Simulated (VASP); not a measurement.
Here is a VASP 6.6.1 calculation.

POSCAR

```
CaSe
1.0
    2.9673799591      2.9673799591      0.0000000000
   -2.9673799591      2.9673799591      0.0000000000
    0.0000000000      2.9673799591      2.9673799591
Ca Se
1 1
Direct
    0.0000000000      0.0000000000      0.0000000000
    0.5000000000      0.5000000000      0.0000000000
```

File INCAR.step1:

```
SYSTEM = CaSe
ALGO     = Normal         ! electronic algorithm
EDIFF    = 1E-4           ! SCF threshold, eV
ENCUT    = 600            ! plane-wave cutoff, eV
GGA      = PE             ! functional
ISMEAR   = 0              ! smearing method
LASPH    = .TRUE.         ! aspherical terms in the spheres
LCHARG   = .FALSE.        ! write CHGCAR
LREAL    = .FALSE.        ! projectors in reciprocal space
LWAVE    = .TRUE.         ! write WAVECAR
NELM     = 100            ! most SCF steps
PREC     = Accurate       ! precision mode
SIGMA    = 0.01           ! smearing width, eV
```

The input INCAR.step2:

```
SYSTEM = CaSe
ALGO     = Normal         ! electronic algorithm
EDIFF    = 1E-7           ! SCF threshold, eV
EDIFFG   = -0.002         ! ionic threshold
ENCUT    = 600            ! plane-wave cutoff, eV
IBRION   = 2              ! ionic algorithm
ISIF     = 3              ! what is computed and relaxed
ISMEAR   = 0              ! smearing method
ISTART   = 1            
LASPH    = .TRUE.         ! aspherical terms in the spheres
LCHARG   = .FALSE.        ! write CHGCAR
LMIXTAU  = .TRUE.       
LREAL    = .FALSE.        ! projectors in reciprocal space
LWAVE    = .FALSE.        ! write WAVECAR
METAGGA  = R2SCAN         ! meta-GGA
NELM     = 100            ! most SCF steps
NSW      = 100            ! ionic steps
PREC     = Accurate       ! precision mode
PSTRESS  = 150.0        
SIGMA    = 0.01           ! smearing width, eV
```

Contents of KPOINTS:

```
k-points
0
G
  8 8 8
  0 0 0
```

Potentials or basis: VASP PAW PBE potentials, release 64 (Ca_sv, Se).

The run is started by

```sh
$ cat potpaw_PBE.64/Ca_sv/POTCAR potpaw_PBE.64/Se/POTCAR > POTCAR
$ cp INCAR.step1 INCAR
$ mpirun -np 1 vasp_std > vasp.out
$ cp INCAR.step2 INCAR
$ mpirun -np 1 vasp_std > vasp.out
```

What does it give for the relaxed cell?

a = 3.940 Å, b = 3.940 Å, c = 3.940 Å, α = 60.00°, β = 60.00°, γ = 90.00°.

Estimate the band gap on the k mesh.

1.94 eV, indirect (least direct gap 3.06 eV).

The path:
```tsv
step	energy change (eV)	largest force (eV/Å)	pressure (GPa)	volume (Å³)
1	0.0000	0.0000	0.25	52.26
2	1.5620	0.0000	41.91	36.09
3	0.3422	0.0000	14.35	43.52
4	0.3627	0.0000	14.90	43.30
5	0.3785	0.0000	15.32	43.13
6	0.3556	0.0000	14.71	43.38
7	0.3668	0.0000	15.01	43.25
```

Caveat: the cell is relaxed towards a set pressure, so the enthalpy falls and the energy may rise; the volume moved by over 15 % at a fixed basis, so the end points are rough; the PAW data sets were made with another functional, which shifts forces and pressure a little. r2SCAN opens gaps a little over a GGA but as a rule still falls short of measured ones.
